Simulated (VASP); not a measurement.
# InReS4 (P4/mmm) in VASP: a series of runs, part 2 of 2

VASP 6.6.1. Earlier steps stand in the parts before.

## 3. Single point, PBE, collinear spin

This run uses another cell than the first one, of 18.46 Å³/atom.

INCAR

```
SYSTEM = InReS4
ALGO = Normal ; EDIFF = 1E-6
ENCUT = 520 ; GGA = PE
ISIF = 2 ; ISMEAR = 0
ISPIN = 2 ; LASPH = .TRUE.
LCHARG = .TRUE. ; LELF = .TRUE.
LMAXMIX = 4 ; LORBIT = 11
LREAL = .FALSE. ; LVHAR = .TRUE.
LWAVE = .FALSE. ; MAGMOM = 0 1 0 0 0 0
NBANDS = 35 ; NELM = 150
PREC = Accurate ; SIGMA = 0.1
```

KPOINTS

```
k-points
0
G
  4 4 4
  0 0 0
```

POSCAR

```
InReS4
1.0
    4.2786088000      0.0000000000      0.0000000000
    0.0000000000      4.2786088000      0.0000000000
    0.0000000000      0.0000000000      6.0508179600
In Re S
1 1 4
Direct
    0.0000000000      0.0000000000      0.0000000000
    0.5000000000      0.5000000000      0.5000000000
    0.5000000000      0.0000000000      0.7265759700
    0.0000000000      0.5000000000      0.2734240300
    0.5000000000      0.0000000000      0.2734240300
    0.0000000000      0.5000000000      0.7265759700
```

Potentials or basis: VASP PAW PBE potentials, release 64 (In_d, Re, S).

Run with:

```sh
$ cat potpaw_PBE.64/In_d/POTCAR potpaw_PBE.64/Re/POTCAR potpaw_PBE.64/S/POTCAR > POTCAR
$ mpirun -np 1 vasp_std > vasp.out
```

Wall time 2.6 min (1 thread of Intel Xeon 8259CL, shared host); peak memory 0.31 GiB.

The run converged. Its results:

| Property | Result |
| --- | --- |
| Free energy | -31.3375 eV |
| Pressure | 0.1 GPa |
| Largest force | 0.584 eV/Å |
| Band gap on the k mesh | zero (filled and empty bands overlap) |
| Net moment | 0.00 μB per cell |
| Valence electrons inside the program's atomic spheres | In 11.34; Re 5.67; S 3.64 |

Forces on the atoms (eV/Å):
```
In   0.000  0.000  0.000
Re   0.000  0.000  0.000
S    0.000  0.000 -0.584
S    0.000  0.000  0.584
S    0.000  0.000  0.584
S    0.000  0.000 -0.584
```

Stress tensor (GPa, compression positive):
```
-0.76  0.00  0.00
 0.00 -0.76  0.00
 0.00  0.00  1.81
```

Levels at points of the mesh, in eV from the Fermi level:
Spin up:
```tsv
k point	band 20	band 21	band 22	band 23	band 24	band 25
(0.00, 0.00, 0.00)	-0.80	-0.58	-0.58	0.93	1.80	2.63
(0.50, 0.00, 0.00)	-1.74	-0.92	-0.10	0.34	1.67	1.80
(0.50, 0.50, 0.00)	-1.00	0.36	0.63	0.93	2.50	2.50
(0.00, 0.00, 0.50)	-0.74	-0.65	-0.43	-0.43	1.52	2.87
(0.50, 0.00, 0.50)	-2.66	-2.57	-0.71	0.74	1.67	2.98
(0.50, 0.50, 0.50)	-0.34	0.35	0.46	0.92	1.44	1.47
```
Spin down:
| k point | band 19 | band 20 | band 21 | band 22 | band 23 | band 24 | band 25 | band 26 |
| --- | --- | --- | --- | --- | --- | --- | --- | --- |
| (0.00, 0.00, 0.00) | -0.92 | -0.80 | -0.58 | -0.58 | 0.93 | 1.80 | 2.63 | 3.38 |
| (0.50, 0.00, 0.00) | -1.85 | -1.74 | -0.92 | -0.10 | 0.34 | 1.67 | 1.80 | 2.49 |
| (0.50, 0.50, 0.00) | -1.43 | -1.00 | 0.36 | 0.63 | 0.93 | 2.50 | 2.50 | 2.62 |
| (0.00, 0.00, 0.50) | -1.14 | -0.74 | -0.65 | -0.43 | -0.43 | 1.52 | 2.87 | 2.87 |
| (0.50, 0.00, 0.50) | -2.87 | -2.66 | -2.57 | -0.71 | 0.74 | 1.67 | 2.98 | 3.07 |
| (0.50, 0.50, 0.50) | -0.83 | -0.34 | 0.35 | 0.46 | 0.92 | 1.44 | 1.47 | 1.47 |

Caveat: the k points lie up to 0.37 Å⁻¹ apart, too coarse for converged energies and pressures of a metal; spin-orbit coupling is left out, which moves the levels of the heavy elements.

## 4. Single point, PBE, collinear spin

INCAR

```
SYSTEM = InReS4
ALGO = Normal
EDIFF = 1E-6
ENCUT = 520
GGA = PE
ISIF = 2
ISMEAR = 0
ISPIN = 2
LASPH = .TRUE.
LCHARG = .TRUE.
LELF = .TRUE.
LMAXMIX = 4
LORBIT = 11
LREAL = .FALSE.
LVHAR = .TRUE.
LWAVE = .FALSE.
MAGMOM = 0 1 0 0 0 0
NBANDS = 35
NELM = 150
PREC = Accurate
SIGMA = 0.1
```

KPOINTS is that of step 3.

POSCAR

```
InReS4
1.0
    4.2145634397      0.0000000000      0.0000000000
    0.0000000000      4.2145634397      0.0000000000
    0.0000000000      0.0000000000      6.3157713444
In Re S
1 1 4
Direct
    0.0000000000      0.0000000000      0.0000000000
    0.5000000000      0.5000000000      0.5000000000
    0.5000000000      0.0000000000      0.7159879242
    0.0000000000      0.5000000000      0.2840120758
    0.5000000000      0.0000000000      0.2840120758
    0.0000000000      0.5000000000      0.7159879242
```

Potentials or basis: VASP PAW PBE potentials, release 64 (In_d, Re, S).

Run with:

```sh
$ cat potpaw_PBE.64/In_d/POTCAR potpaw_PBE.64/Re/POTCAR potpaw_PBE.64/S/POTCAR > POTCAR
$ mpirun -np 1 vasp_std > vasp.out
```

OUTCAR:

```text
SYSTEM = InReS4
   EDIFF = 1E-6
   ENCUT = 520
   GGA = PE
   ISIF = 2
   ISMEAR = 0
   ISPIN = 2
   LASPH = .TRUE.
   LORBIT = 11
   LREAL = .FALSE.
   NELM = 150
   PREC = Accurate

 ion  position               nearest neighbor table
   1  0.000  0.000  0.000-   3 2.77   4 2.77   5 2.77   6 2.77   4 2.77   6 2.77   3 2.77   5 2.77

   2  0.500  0.500  0.500-   3 2.51   4 2.51   5 2.51   6 2.51   3 2.51   5 2.51   4 2.51   6 2.51

   3  0.500  0.000  0.716-   2 2.51   2 2.51   5 2.73   1 2.77   1 2.77
   4  0.000  0.500  0.284-   2 2.51   2 2.51   6 2.73   1 2.77   1 2.77
   5  0.500  0.000  0.284-   2 2.51   2 2.51   3 2.73   1 2.77   1 2.77
   6  0.000  0.500  0.716-   2 2.51   2 2.51   4 2.73   1 2.77   1 2.77
[... 1569 lines left out ...]
      0.00000      0.00000      0.00000         0.000000     -0.000000     -0.000000
      2.10728      2.10728      3.15789         0.000000     -0.000000     -0.000000
      2.10728      0.00000      4.52202         0.000000      0.000000      0.011951
      0.00000      2.10728      1.79376         0.000000     -0.000000     -0.011951
      2.10728      0.00000      1.79376        -0.000000     -0.000000     -0.011951
      0.00000      2.10728      4.52202        -0.000000      0.000000      0.011951
 -----------------------------------------------------------------------------------
    total drift:                                0.000000      0.000000     -0.000000

  FREE ENERGIE OF THE ION-ELECTRON SYSTEM (eV)
  ---------------------------------------------------
  free  energy   TOTEN  =       -31.4361420170 eV

  energy  without entropy=      -31.4221997926  energy(sigma->0) =      -31.42917090

 total charge

# of ion       s       p       d       tot
------------------------------------------
    1        0.795   0.555   9.924  11.275
    2        0.470   0.531   4.754   5.755
    3        1.377   2.264   0.000   3.641
    4        1.377   2.264   0.000   3.641
    5        1.377   2.264   0.000   3.641
    6        1.377   2.264   0.000   3.641
--------------------------------------------------
tot          6.773  10.142  14.678  31.593

 magnetization (x)

# of ion       s       p       d       tot
------------------------------------------
    1        0.000   0.000   0.000   0.000
    2       -0.000  -0.000  -0.000  -0.000
    3       -0.000   0.000   0.000   0.000
    4       -0.000   0.000   0.000   0.000
    5       -0.000   0.000   0.000   0.000
    6       -0.000   0.000   0.000   0.000
--------------------------------------------------
tot          0.000   0.000  -0.000  -0.000
```

Wall time 2.6 min (1 thread of Intel Xeon 8259CL, shared host); peak memory 0.32 GiB.

Results:

| Quantity | Value |
| --- | --- |
| Free energy | -31.4361 eV |
| Pressure | 0.1 GPa |
| Largest force | 0.012 eV/Å |
| Band gap on the k mesh | zero (filled and empty bands overlap) |
| Net moment | 0.00 μB per cell |
| Valence electrons inside the program's atomic spheres | In 11.28; Re 5.75; S 3.64 |

Forces on the atoms (eV/Å):
```
In   0.000  0.000  0.000
Re   0.000  0.000  0.000
S    0.000  0.000  0.012
S    0.000  0.000 -0.012
S    0.000  0.000 -0.012
S    0.000  0.000  0.012
```

Stress tensor (GPa, compression positive):
```
 0.12  0.00  0.00
 0.00  0.12  0.00
 0.00  0.00 -0.05
```

Levels at points of the mesh, in eV from the Fermi level:
Spin up:
```
           k point  band 19  band 20  band 21  band 22  band 23  band 24  band 25  band 26
(0.00, 0.00, 0.00)    -0.68    -0.68    -0.58    -0.58     0.65     1.74     2.85     3.32
(0.50, 0.00, 0.00)    -2.06    -1.95    -0.96    -0.07     0.02     1.08     1.70     2.47
(0.50, 0.50, 0.00)    -1.75    -1.05     0.60     0.74     1.17     2.25     2.49     2.49
(0.00, 0.00, 0.50)    -1.26    -0.79    -0.49    -0.35    -0.35     1.75     3.04     3.04
(0.50, 0.00, 0.50)    -2.82    -2.52    -2.48    -0.80     0.73     1.61     3.06     3.12
(0.50, 0.50, 0.50)    -0.93    -0.52     0.57     0.62     0.65     1.19     1.54     1.54
```
Spin down:
```tsv
k point	band 20	band 21	band 22	band 23	band 24	band 25
(0.00, 0.00, 0.00)	-0.68	-0.58	-0.58	0.65	1.74	2.85
(0.50, 0.00, 0.00)	-1.95	-0.96	-0.07	0.02	1.08	1.70
(0.50, 0.50, 0.00)	-1.05	0.60	0.74	1.17	2.25	2.49
(0.00, 0.00, 0.50)	-0.79	-0.49	-0.35	-0.35	1.75	3.04
(0.50, 0.00, 0.50)	-2.52	-2.48	-0.80	0.73	1.61	3.06
(0.50, 0.50, 0.50)	-0.52	0.57	0.62	0.65	1.19	1.54
```

Caveat: the k points lie up to 0.37 Å⁻¹ apart, too coarse for converged energies and pressures of a metal; spin-orbit coupling is left out, which moves the levels of the heavy elements.

## 5. Overview

| spin | cell | k mesh | gap on the mesh (eV) | pressure (GPa) | moment (μB) | largest force (eV/Å) |
| --- | --- | --- | --- | --- | --- | --- |
| off | a = 4.209, b = 4.209, c = 6.329 Å, 6 atoms, atomic positions A | 10 × 10 × 6 | none | 0.0 | - | 0.01 |
| collinear | a = 4.279, b = 4.279, c = 6.051 Å, 6 atoms, atomic positions B | 4 × 4 × 4 | none | 0.1 | 0.00 | 0.58 |
| collinear | a = 4.215, b = 4.215, c = 6.316 Å, 6 atoms, atomic positions A | 4 × 4 × 4 | none | 0.1 | 0.00 | 0.01 |

Alike in all rows: task single point; level PBE; potentials or basis VASP PAW PBE potentials, release 64 (In_d, Re, S); cutoff (eV) 520; smearing gaussian 0.1 eV.

Caveats: some runs use coarse meshes; spin-orbit coupling is left out, which moves the levels of the heavy elements.

Absolute energies hang on the potentials; compare differences alone.
